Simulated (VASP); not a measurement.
# Be3Al2 (C2/m) in VASP: notebook

Be3Al2 is run at these levels: PBE; tasks: single point, relaxation of cell and atoms.

Everything below comes from runs of VASP 6.6.1. Logs are shortened: lines on timing, memory, paths and dates and some standing lists are left out, and cuts for length are marked.

## 1. The cell of the first run

The structure is monoclinic, space group C2/m (No. 12). The conventional cell has a = 4.895 Å, b = 6.441 Å, c = 3.688 Å, α = 90.00°, β = 96.25°, γ = 90.00°. Within 2.7 Å of Be (site symmetry 2/m) lie 4 Al at 2.02 Å and 2 Be at 2.45 Å. Within 2.5 Å of Be (site symmetry 2/m) lie 4 Be at 1.84 to 2.45 Å and 4 Al at 2.02 Å. Within 2.4 Å of Be (site symmetry 2/m) lie 2 Be at 1.84 Å. Within 2.7 Å of Al (site symmetry -1) lie 6 Be at 2.02 to 2.65 Å and 2 Al at 2.45 Å.

The cell was generated, and may not be a known phase.

## 2. Single point, PBE

INCAR

```
SYSTEM = Be3Al2
  PREC = Accurate
  ENCUT = 520
  EDIFF = 1E-6
  ISMEAR = 0
  SIGMA = 0.1
  LREAL = .FALSE.
  LASPH = .TRUE.
  NELM = 80
  ALGO = Fast
  ISIF = 2
  LWAVE = .FALSE.
  LCHARG = .FALSE.
  GGA = PE
  NBANDS = 14
```

KPOINTS

```
regular mesh
0
G
  4 4 6
  0 0 0
```

POSCAR

```
Be3Al2
1.0
    2.4473249400     -3.2206271100      0.0000000000
    2.4473249400      3.2206271100      0.0000000000
   -0.4011797000      0.0000000000      3.6659984800
Be Al
3 2
Direct
    0.0000000000      0.0000000000      0.0000000000
    0.5000000000      0.5000000000      0.0000000000
    0.5000000000      0.5000000000      0.5000000000
    0.0000000000      0.5000000000      0.0000000000
    0.5000000000      0.0000000000      0.0000000000
```

Potentials or basis: VASP PAW PBE potentials, release 64 (Be, Al).

Launch:

```console
$ cat potpaw_PBE.64/Be/POTCAR potpaw_PBE.64/Al/POTCAR > POTCAR
$ mpirun -np 1 vasp_std > vasp.out
```

OUTCAR:

```text
SYSTEM = Be3Al2
   PREC = Accurate
   ENCUT = 520
   EDIFF = 1E-6
   ISMEAR = 0
   LREAL = .FALSE.
   LASPH = .TRUE.
   NELM = 80
   ISIF = 2
   GGA = PE

 ion  position               nearest neighbor table
   1  0.000  0.000  0.000-   4 2.02   5 2.02   4 2.02   5 2.02
   2  0.500  0.500  0.000-   3 1.84   3 1.84   5 2.02   4 2.02   5 2.02   4 2.02
   3  0.500  0.500  0.500-   2 1.84   2 1.84   5 2.65   4 2.65   5 2.65   4 2.65   5 2.83   4 2.83
                             4 2.83   5 2.83
   4  0.000  0.500  0.000-   1 2.02   2 2.02   1 2.02   2 2.02   5 2.45   5 2.45   3 2.65   3 2.65
                             3 2.83   3 2.83   5 3.22   5 3.22
   5  0.500  0.000  0.000-   1 2.02   2 2.02   2 2.02   1 2.02   4 2.45   4 2.45   3 2.65   3 2.65
                             3 2.83   3 2.83   4 3.22   4 3.22

  LATTYP: Found a base centered monoclinic cell.
 ALAT       =     4.8946498800
 B/A-ratio  =     1.3159785435
 C/A-ratio  =     0.7534520974
 COS(beta)  =    -0.1087831603

  Lattice vectors:

 A1 = (   2.4473249400,  -3.2206271100,   0.0000000000)
 A2 = (   2.4473249400,   3.2206271100,   0.0000000000)
 A3 = (  -0.4011797000,   0.0000000000,   3.6659984800)

Analysis of symmetry for initial positions (statically):
=====================================================================
 Subroutine PRICEL returns:
 Original cell was already a primitive cell.

 Routine SETGRP: Setting up the symmetry group for a
 base centered monoclinic supercell.

 Subroutine GETGRP returns: Found  4 space group operations
 (whereof  4 operations were pure point group operations)
 out of a pool of  4 trial point group operations.

The static configuration has the point symmetry C_2h.

Analysis of symmetry for dynamics (positions and initial velocities):
=====================================================================
 Subroutine PRICEL returns:
 Original cell was already a primitive cell.

 Routine SETGRP: Setting up the symmetry group for a
 base centered monoclinic supercell.

 Subroutine GETGRP returns: Found  4 space group operations
 (whereof  4 operations were pure point group operations)
 out of a pool of  4 trial point group operations.

The dynamic configuration has the point symmetry C_2h.

 Subroutine INISYM returns: Found  4 space group operations
 (whereof  4 operations are pure point group operations),
 and found     1 'primitive' translations

----------------------------------------------------------------------------------------

                                     Primitive cell

  volume of cell :      57.7902

  direct lattice vectors                    reciprocal lattice vectors
     2.447324940 -3.220627110  0.000000000     0.204304705 -0.155249268  0.022357593
     2.447324940  3.220627110  0.000000000     0.204304705  0.155249268  0.022357593
    -0.401179700  0.000000000  3.665998480     0.000000000  0.000000000  0.272776982

  length of vectors
     4.044976927  4.044976927  3.687884218     0.257570591  0.257570591  0.272776982

  position of ions in fractional coordinates (direct lattice)
     0.000000000  0.000000000  0.000000000
     0.500000000  0.500000000  0.000000000
     0.500000000  0.500000000  0.500000000
     0.000000000  0.500000000  0.000000000
     0.500000000  0.000000000  0.000000000

  ion indices of the primitive-cell ions
   primitive index   ion index
                 1           1
                 2           2
                 3           3
                 4           4
                 5           5

----------------------------------------------------------------------------------------

 KPOINTS: regular mesh

Automatic generation of k-mesh.
 Grid dimensions read from file:
 generate k-points for:    4    4    6

 Generating k-lattice:

  Cartesian coordinates                     Fractional coordinates (reciprocal lattice)
     0.051076176 -0.038812317  0.005589398     0.250000000  0.000000000  0.000000000
     0.051076176  0.038812317  0.005589398     0.000000000  0.250000000  0.000000000
     0.000000000  0.000000000  0.045462830     0.000000000  0.000000000  0.166666667

  Length of vectors
     0.064392648  0.064392648  0.045462830

  Shift w.r.t. Gamma in fractional coordinates (k-lattice)
     0.000000000  0.000000000  0.000000000

 Subroutine IBZKPT returns following result:
 ===========================================

 Found     34 irreducible k-points:

 Following reciprocal coordinates:
            Coordinates               Weight
  0.000000  0.000000  0.000000      1.000000
  0.250000  0.000000  0.000000      4.000000
  0.500000  0.000000  0.000000      2.000000
  0.250000  0.250000  0.000000      2.000000
  0.500000  0.250000  0.000000      4.000000
 -0.250000  0.250000  0.000000      2.000000
[... 16 lines left out ...]
  0.500000  0.250000  0.333333      4.000000
 -0.250000  0.250000  0.333333      4.000000
 [... further k-points ...]
   k-points           NKPTS =     34   k-points in BZ     NKDIM =     34   number of bands    NBANDS=     14
   number of dos      NEDOS =    301   number of ions     NIONS =      5
   total plane-waves  NPLWV =  25200
   dimension x,y,z NGX =    30 NGY =   30 NGZ =   28
   dimension x,y,z NGXF=    60 NGYF=   60 NGZF=   56
   ions per type =               3   2
   NGX,Y,Z   is equivalent  to a cutoff of  12.33, 12.33, 12.62 a.u.
   NGXF,Y,Z  is equivalent  to a cutoff of  24.66, 24.66, 25.24 a.u.
 SYSTEM =  Be3Al2
   PREC   = accura    normal or accurate (medium, high low for compatibility)
   ISTART =      0    job   : 0-new  1-cont  2-samecut
   ICHARG =      2    charge: 1-file 2-atom 10-const
   ISPIN  =      1    spin polarized calculation?
   LNONCOLLINEAR =      F non collinear calculations
   LSORBIT =      F    spin-orbit coupling
   LASPH  =      T    aspherical Exc in radial PAW
   ENCUT  =  520.0 eV  38.22 Ry    6.18 a.u.   7.52  7.52  6.86*2*pi/ulx,y,z
   NELM   =     80;   NELMIN=  2; NELMDL= -5     # of ELM steps
   EDIFF  = 0.1E-05   stopping-criterion for ELM
   LREAL  =      F    real-space projection
   EDIFFG = 0.1E-04   stopping-criterion for IOM
   NSW    =      0    number of steps for IOM
   IBRION =     -1    ionic relax: 0-MD 1-quasi-New 2-CG
   NFREE  =      0    steps in history (QN), initial steepest desc. (CG)
   ISIF   =      2    stress and relaxation
   ISYM   =      2    0-nonsym 1-usesym 2-fastsym
   POTIM  = 0.5000    time-step for ionic-motion
   TEBEG  =    0.0;   TEEND  =   0.0 temperature during run
   PSTRESS=    0.0 pullay stress
   NELECT =      12.0000    total number of electrons
   NUPDOWN=      -1.0000    fix difference up-down
   EMIN   =  10.00;   EMAX   =-10.00  energy-range for DOS
   EFERMI =   0.00;   METHOD = LEGACY
   ISMEAR =     0;   SIGMA  =   0.10  broadening in eV -4-tet -1-fermi 0-gaus
   EFERMI_NEDOS =   21; number of points for ismear=-14 and -15
   IALGO  =     68    algorithm
   IMIX   =      4    mixing-type and parameters
     AMIX     =   0.40;   BMIX     =  1.00
     AMIX_MAG =   1.60;   BMIX_MAG =  1.00
  volume/ion in A,a.u.               =      11.56        78.00
  Fermi-wavevector in a.u.,A,eV,Ry     =   0.969432  1.831960 12.786720  0.939797
  Thomas-Fermi vector in A             =   2.099483
   LORBIT       =      0    0 simple, 1 ext, 2 COOP (PROOUT), +10 PAW based schemes
   GGA     = PE    functional components
   LHFCALC =     F    Hartree Fock is set to
   AEXX    =    0.0000 exact exchange contribution
   IVDW    =     0    specifies the selected vdW correction
   LEPSILON=     F    determine dielectric tensor
   LRPA    =     F    only Hartree local field effects (RPA)
 non-spin polarized calculation
 RMM-DIIS sequential band-by-band and
 Gauss-broadening in eV      SIGMA  =   0.10
  energy-cutoff  :      520.00
  volume of cell :       57.79
 maximum number of plane-waves:      1569
   NGX = 15   NGY = 15   NGZ = 13

 number of electron      12.0000000 magnetization

 Free energy of the ion-electron system (eV)
  ---------------------------------------------------
  ext. energy  EPLUGINS =         0.00000000
  ---------------------------------------------------
  free energy    TOTEN  =       -12.48481535 eV

  energy without entropy =      -12.47952821  energy(sigma->0) =      -12.48217178

 E-fermi :   6.9227     XC(G=0): -10.0271

 val. band max:        6.9163624131   @ k =   0.2500   0.2500   0.1667
 cond. band min:       7.0219963988   @ k =   0.0000   0.0000   0.1667
 fundamental gap:      0.1056339858
 Fermi energy:         6.9227092782

 k-point     1 :       0.0000    0.0000    0.0000
  band No.  band energies     occupation
      1      -4.2384      2.00000
      2       2.2516      2.00000
      3       2.2753      2.00000
      4       3.7126      2.00000
      5       5.6068      2.00000
      6       5.9555      2.00000
      7       6.7392      1.99055
      8       8.6461      0.00000
      9      10.1475      0.00000
     10      10.3839      0.00000
     11      12.9349      0.00000
     12      13.2996      0.00000
     13      14.0002      0.00000
     14      14.8452      0.00000

 k-point     2 :       0.2500    0.0000    0.0000
  band No.  band energies     occupation
      1      -3.7255      2.00000
      2       0.2435      2.00000
      3       2.4830      2.00000
      4       4.0441      2.00000
      5       4.6600      2.00000
      6       6.8281      1.81921
      7       8.5889      0.00000
      8       9.1286      0.00000
      9       9.5090      0.00000
     10      10.5145      0.00000
     11      12.3655      0.00000
     12      12.9929      0.00000
     13      14.2351      0.00000
     14      14.3693      0.00000

 k-point     3 :       0.5000    0.0000    0.0000
  band No.  band energies     occupation
      1      -2.4110      2.00000
      2      -1.9507      2.00000
      3       2.9998      2.00000
      4       3.6147      2.00000
      5       4.5580      2.00000
      6       7.5267      0.00000
      7       8.5047      0.00000
      8       8.6644      0.00000
      9      10.2527      0.00000
     10      10.3817      0.00000
     11      12.7716      0.00000
     12      13.7605      0.00000
     13      14.2830      0.00000
     14      14.7907      0.00000

 k-point     4 :       0.2500    0.2500    0.0000
  band No.  band energies     occupation
      1      -2.9287      2.00000
      2      -0.4173      2.00000
      3       0.4124      2.00000
      4       4.4446      2.00000
      5       6.7194      1.99597
      6       6.8215      1.84755
      7       8.2333      0.00000
      8       9.3516      0.00000
      9       9.9742      0.00000
     10      10.6525      0.00000
     11      11.0504      0.00000
     12      12.7807      0.00000
     13      13.6020      0.00000
     14      13.8975      0.00000

 k-point     5 :       0.5000    0.2500    0.0000
  band No.  band energies     occupation
      1      -2.3330      2.00000
      2      -1.1136      2.00000
      3       0.7926      2.00000
      4       3.8007      2.00000
      5       4.7466      2.00000
      6       7.4185      0.00000
      7       8.0889      0.00000
      8       9.9272      0.00000
      9      10.4857      0.00000
     10      11.0442      0.00000
     11      12.2984      0.00000
[... 276 lines left out ...]
 k-point    22 :       0.2500    0.2500    0.3333
  band No.  band energies     occupation
      1      -2.0703      2.00000
      2       0.1753      2.00000
      3       0.9058      2.00000
      4       1.8448      2.00000
      5       5.6288      2.00000
      6       6.1736      2.00000
      7       7.1737      0.00039
      8       7.3959      0.00000
      9      10.3388      0.00000
     10      13.1458      0.00000
     11      13.2209      0.00000
     12      13.7900      0.00000
     13      14.1508      0.00000
     14      14.6275      0.00000

 k-point    23 :       0.5000    0.2500    0.3333
  band No.  band energies     occupation
      1      -1.6727      2.00000
      2      -0.2417      2.00000
      3       1.3815      2.00000
      4       2.7211      2.00000
      5       4.0387      2.00000
      6       4.2837      2.00000
      7       6.5406      2.00000
      8       8.0943      0.00000
      9      10.8799      0.00000
     10      12.8846      0.00000
     11      13.4805      0.00000
     12      14.0719      0.00000
     13      14.8590      0.00000
     14      16.4377      0.00000

 k-point    24 :      -0.2500    0.2500    0.3333
  band No.  band energies     occupation
      1      -2.7676      2.00000
      2       1.4624      2.00000
      3       1.9143      2.00000
      4       2.2436      2.00000
      5       3.2246      2.00000
      6       6.3476      2.00000
      7       7.6340      0.00000
      8       7.6860      0.00000
      9       9.1519      0.00000
     10      10.4568      0.00000
     11      12.8830      0.00000
     12      14.4273      0.00000
     13      15.2487      0.00000
     14      15.4655      0.00000

 [... further k-points ...]

------------------------ aborting loop because EDIFF is reached ----------------------------------------

  FORCE on cell =-STRESS in cart. coord.  units (eV):
  Direction    XX          YY          ZZ          XY          YZ          ZX
  --------------------------------------------------------------------------------------
  -------------------------------------------------------------------------------------
  Total       11.8338359     27.1132964      3.8254492      0.0000000      0.0000000     -0.0167895
  in kB      328.0815188    751.6896099    106.0568359      0.0000000      0.0000000     -0.4654719
  external PRESSURE =     395.2759882 kB  Pullay stress =       0.0000000 kB

 VOLUME and BASIS-vectors are now :
 -----------------------------------------------------------------------------
  energy-cutoff  :      520.00
  volume of cell :       57.79
      direct lattice vectors                 reciprocal lattice vectors
     2.447324940 -3.220627110  0.000000000     0.204304705 -0.155249268  0.022357593
     2.447324940  3.220627110  0.000000000     0.204304705  0.155249268  0.022357593
    -0.401179700  0.000000000  3.665998480     0.000000000  0.000000000  0.272776982

 POSITION                                       TOTAL-FORCE (eV/Angst)
 -----------------------------------------------------------------------------------
      0.00000      0.00000      0.00000        -0.000000      0.000000      0.000000
      2.44732      0.00000      0.00000         0.000000      0.000000      0.000000
      2.24674      0.00000      1.83300        -0.000000      0.000000      0.000000
      1.22366      1.61031      0.00000        -0.000000      0.000000      0.000000
      1.22366     -1.61031      0.00000        -0.000000      0.000000      0.000000
 -----------------------------------------------------------------------------------
    total drift:                                0.000000      0.000000      0.000000

  FREE ENERGIE OF THE ION-ELECTRON SYSTEM (eV)
  ---------------------------------------------------
  free  energy   TOTEN  =       -12.4848153519 eV

  energy  without entropy=      -12.4795282117  energy(sigma->0) =      -12.48217178
```

Wall time 41 s (1 thread of Oxide Virtual Turin-like, shared host); peak memory 0.13 GiB.

What came out:

```yaml
Free_energy: -12.4848 eV
Pressure: 39.5 GPa
Band_gap_on_the_k_mesh: zero (bands 6 and 7 overlap by 2.99 eV)
```

Stress tensor (GPa, compression positive):
```
32.81  0.00 -0.05
 0.00 75.17  0.00
-0.05  0.00 10.61
```

Caveat: the k points lie up to 0.40 Å⁻¹ apart, too coarse for converged energies and pressures of a metal.

## 3. Relaxation of cell and atoms, PBE

INCAR

```
  ALGO = Normal
  EDIFF = 1E-6
  EDIFFG = -0.04
  ENCUT = 600
  GGA = PE
  IBRION = 2
  ISIF = 3
  ISMEAR = 0
  LASPH = T
  LCHARG = F
  LREAL = F
  LWAVE = F
  NELM = 60
  NSW = 90
  PREC = Accurate
  SIGMA = 0.1
```

KPOINTS

```
k-points
0
Gamma
  4 4 6
```

POSCAR is that of step 2.

Potentials or basis: VASP PAW PBE potentials, release 64 (Be, Al).

Launch:

```console
$ cat potpaw_PBE.64/Be/POTCAR potpaw_PBE.64/Al/POTCAR > POTCAR
$ mpirun -np 1 vasp_std > vasp.out
```

Wall time 3.6 min (1 thread of Oxide Virtual Turin-like, shared host); peak memory 0.15 GiB.

The run converged. Its results:

* Free energy: -15.5561 eV
* Relaxed volume: 15.60 Å³/atom
* Relaxed cell: a = 4.699 Å, b = 4.699 Å, c = 3.936 Å, α = 90.46°, β = 90.46°, γ = 116.13°
* Space group after relaxing (to 0.1 Å): Cmmm (No. 65)
* Energy gained by relaxing: 614.2 meV/atom
* Ionic steps: 18
* Pressure after relaxing: 0.1 GPa
* Band gap on the k mesh: zero (bands 6 and 7 overlap by 2.52 eV)

Stress tensor (GPa, compression positive):
```
 0.26  0.00  0.10
 0.00 -0.07  0.00
 0.10  0.00  0.18
```

The path:
```csv
step,energy change (eV),largest force (eV/Å),pressure (GPa),volume (Å³)
1,0.0000,0.0000,39.53,57.79
2,-2.7270,0.0000,-4.21,84.23
3,-2.8441,0.0000,0.66,77.62
4,-2.8470,0.0000,-0.30,78.69
5,-2.9828,0.0000,-0.96,79.04
6,-3.0356,0.0000,-1.27,79.23
7,-2.9532,0.0000,-0.61,79.37
8,-3.0409,0.0000,-1.25,79.28
9,-3.0507,0.0000,0.44,77.67
10,-3.0520,0.0000,-0.01,78.07
11,-3.0534,0.0000,0.02,78.02
12,-3.0553,0.0000,0.13,77.89
13,-3.0560,0.0000,0.13,77.89
14,-3.0579,0.0000,0.11,77.90
15,-3.0612,0.0000,0.09,77.92
16,-3.0649,0.0000,0.05,77.92
17,-3.0695,0.0000,0.09,77.98
18,-3.0709,0.0000,0.13,78.02
```

Final structure:
```
Be Al
1.0
     2.48315   -3.98772    0.10950
     2.48315    3.98772    0.10950
    -0.23370    0.00000    3.92932
Be Al
3 2
Direct
  0.00000 0.00000 0.00000
  0.50000 0.50000 0.00000
  0.50000 0.50000 0.50000
  0.00000 0.50000 0.00000
  0.50000 0.00000 0.00000
```

Levels at points of the mesh, in eV from the Fermi level:
```
           k point  band 3  band 4  band 5  band 6  band 7  band 8  band 9  band 10
(0.00, 0.00, 0.00)   -3.33   -2.73   -2.27   -1.32   -0.82    0.49    1.92     3.27
(0.50, 0.00, 0.00)   -3.94   -3.83   -1.49    1.28    1.95    2.28    3.04     3.69
(0.50, 0.50, 0.00)   -4.63   -4.12   -1.38    1.17    1.59    3.12    3.25     3.41
(0.00, 0.00, 0.50)   -3.00   -2.47   -2.14   -0.57    0.43    1.30    1.49     1.56
(0.50, 0.00, 0.50)   -4.26   -3.22   -2.94   -2.90    0.41    1.32    3.03     3.21
(0.50, 0.50, 0.50)   -3.94   -3.65   -3.48   -3.01    0.10    0.64    2.06     5.00
```

Caveat: the k points lie up to 0.37 Å⁻¹ apart in the final cell, too coarse for converged energies and pressures of a metal; the volume moved by over 15 % at a fixed basis, so the end points are rough.

The gap in the log of VASP goes by the Fermi energy; the results here count the filled bands.